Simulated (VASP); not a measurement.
Nb, 1 atom in the cell. Symmetry: Im-3m, No. 229, cubic system. The conventional cell has a = 3.068 Å, b = 3.068 Å, c = 3.068 Å, α = 90.00°, β = 90.00°, γ = 90.00°. Nb (site symmetry m-3m) has 14 Nb at 2.66 to 3.07 Å within 3.5 Å. 

- Program: VASP 6.6.1
- Task: single point
- Functional: r2SCAN
- Potentials or basis: VASP PAW PBE potentials, release 64 (Nb_sv)
- Cutoff: 520 eV
- k mesh: 18 × 18 × 18
- Occupations: fermi-dirac, width 0.1 eV
- Spin: no spin polarisation
- Dipole correction: no
- Further INCAR settings: ALGO = Normal; EDIFF = 1e-07; NBANDS = 12

Potentials or basis: VASP PAW PBE potentials, release 64 (Nb_sv).

Launch:

```sh
$ cat potpaw_PBE.64/Nb_sv/POTCAR > POTCAR
$ cp INCAR.step1 INCAR
$ mpirun -np 1 vasp_std > vasp.out
$ cp INCAR.step2 INCAR
$ mpirun -np 1 vasp_std > vasp.out
```

Hardware: 1 thread of Intel Xeon 8259CL (shared host).

Q: How long does it take, and how much memory?

A: It took 3 min on 1 thread of Intel Xeon 8259CL (shared host), peak memory 0.15 GiB. Counts: k points 195.
